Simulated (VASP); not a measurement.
Write the native input for VASP 6.6.1 that does the following.

* Task: single point
* Functional: r2SCAN
* Potentials or basis: VASP PAW PBE potentials, release 64 (Ge_d, Ga_d)
* Cutoff: 520 eV
* k mesh: 7 × 7 × 7
* Occupations: fermi-dirac, width 0.05 eV
* Spin: no spin polarisation
* Dipole correction: no
* Further INCAR settings: ALGO = Normal; EDIFF = 1e-07; NBANDS = 36

The system is GaGe3.

```
CELL_PARAMETERS angstrom
0.00000 3.43174 3.43174
3.43174 0.00000 3.43174
3.43174 3.43174 0.00000
ATOMIC_POSITIONS crystal
Ge 0.50000 0.50000 0.50000
Ge 0.75000 0.75000 0.75000
Ge 0.25000 0.25000 0.25000
Ga 0.00000 0.00000 0.00000
```

These files were run (other wordings do the same):

POSCAR

```
GaGe3
1.0
    0.0000000000      3.4317400984      3.4317400984
    3.4317400984      0.0000000000      3.4317400984
    3.4317400984      3.4317400984      0.0000000000
Ge Ga
3 1
Direct
    0.5000000000      0.5000000000      0.5000000000
    0.7500000000      0.7500000000      0.7500000000
    0.2500000000      0.2500000000      0.2500000000
    0.0000000000      0.0000000000      0.0000000000
```

INCAR.step1

```
SYSTEM = GaGe3
ALGO = Normal
EDIFF = 1E-4
ENCUT = 520
GGA = PE
ISMEAR = -1
LASPH = .True.
LCHARG = .False.
LREAL = .False.
LWAVE = .True.
NBANDS = 36
NELM = 60
PREC = Accurate
SIGMA = 0.05
```

INCAR.step2

```
SYSTEM = GaGe3
ALGO = Normal
EDIFF = 1E-7
ENCUT = 520
ISIF = 2
ISMEAR = -1
ISTART = 1
LASPH = .True.
LCHARG = .True.
LELF = .True.
LMIXTAU = .True.
LREAL = .False.
LVHAR = .True.
LWAVE = .False.
METAGGA = R2SCAN
NBANDS = 36
NELM = 60
PREC = Accurate
SIGMA = 0.05
```

KPOINTS

```
k-points
0
Gamma
  7 7 7
  0 0 0
```

Potentials or basis: VASP PAW PBE potentials, release 64 (Ge_d, Ga_d).

Run with:

```sh
$ cat potpaw_PBE.64/Ge_d/POTCAR potpaw_PBE.64/Ga_d/POTCAR > POTCAR
$ cp INCAR.step1 INCAR
$ mpirun -np 1 vasp_std > vasp.out
$ cp INCAR.step2 INCAR
$ mpirun -np 1 vasp_std > vasp.out
```

It gave:

```yaml
Pressure: -4.7 GPa
```

Caveat: the PAW data sets were made with another functional, which shifts forces and pressure a little.

Run time: 2.6 min on 1 thread of AMD EPYC 9R45 96-Core Processor (Zen 5), on a shared host, peak memory 0.2 GiB.
